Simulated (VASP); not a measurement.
Set up this calculation in VASP 6.6.1, as the native input.

```yaml
Task: single point
Functional: PBE
Dispersion: D3(BJ)
Potentials_or_basis: VASP PAW PBE potentials, release 64 (Sn_d, O)
Cutoff: 520 eV
k_mesh: 9 × 9 × 2
Occupations: gaussian, width 0.05 eV
Spin: no spin polarisation
Dipole_correction: no
Further_INCAR_settings: ALGO = Normal; EDIFF = 1e-06; NBANDS = 49
```

The structure of SnO2 lies in POSCAR:

```
SnO2
1.0
   -3.2372529198      0.0000000000      0.0000000000
   -1.6186264599     -2.8035432670      0.0000000000
   -3.8847035037     -2.2428346137     13.2254773976
Sn O
3 6
Direct
    0.2772652764      0.2772652764      0.4867517379
    0.8702081902     -0.1297918098      0.1622397622
   -0.3156776375     -0.3156776375      0.8112637135
    0.4769569513      0.4769569513      0.2371371442
    0.2910711236     -0.7089288764      0.8861610955
   -0.1159859626     -0.1159859626      0.5616491199
    0.0775736014      0.0775736014      0.7363663315
    0.6705165153     -0.3294834847      0.4118543559
    0.2634594291      0.2634594291      0.0873423802
```

The input as run:

INCAR

```
  ALGO = Normal
  EDIFF = 1E-6
  ENCUT = 520
  GGA = PE
  ISIF = 2
  ISMEAR = 0
  IVDW = 12
  LASPH = T
  LCHARG = F
  LREAL = F
  LWAVE = F
  NBANDS = 49
  NELM = 100
  PREC = Accurate
  SIGMA = 0.05
```

KPOINTS

```
k-points
0
Gamma
  9 9 2
```

Potentials or basis: VASP PAW PBE potentials, release 64 (Sn_d, O).

The run is started by

```sh
$ cat potpaw_PBE.64/Sn_d/POTCAR potpaw_PBE.64/O/POTCAR > POTCAR
$ mpirun -np 1 vasp_std > vasp.out
```

It gave:

The pressure is 0.6 GPa and the largest force is 0.169 eV/Å. The band gap on the k mesh is 1.58 eV, indirect (least direct gap 1.64 eV). The dispersion energy per atom is -0.195 eV.

Caveat: spin-orbit coupling is left out, which moves the levels of the heavy elements.

Wall time 5.9 min on 1 thread of Oxide Virtual Turin-like Processor, with other jobs on the host, peak memory 0.33 GiB.
